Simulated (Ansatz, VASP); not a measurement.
## ZnSe in VASP and in Ansatz

```
CELL_PARAMETERS angstrom
0.00000 2.52466 2.52466
2.52466 0.00000 2.52466
2.52466 2.52466 0.00000
ATOMIC_POSITIONS crystal
Zn 0.00000 0.00000 0.00000
Se 0.25000 0.25000 0.25000
```

Change from the starting cell: volume scaled by 0.72, LAPW.

Alike in both runs: task single point; functional PBEsol; k mesh 11 × 11 × 11; occupations fermi-dirac, width 0.08 eV; no spin polarisation.

|  | VASP | Ansatz |
| --- | --- | --- |
| version | VASP 6.6.1 | Ansatz 0.2.0 |
| potentials or method | VASP PAW PBE potentials, release 64 (Zn, Se), cutoff 520 eV | all-electron LAPW, scalar-relativistic |

|  | VASP | Ansatz | Ansatz less VASP |
| --- | --- | --- | --- |
| pressure (GPa) | 46.0 | 45.1 | -0.91 |

VASP's potentials were made for PBE, not for PBEsol. Both programs put the cell under a high pressure, so it lies far from rest at this level. Ansatz ran all-electron here, and VASP with PAW potentials.
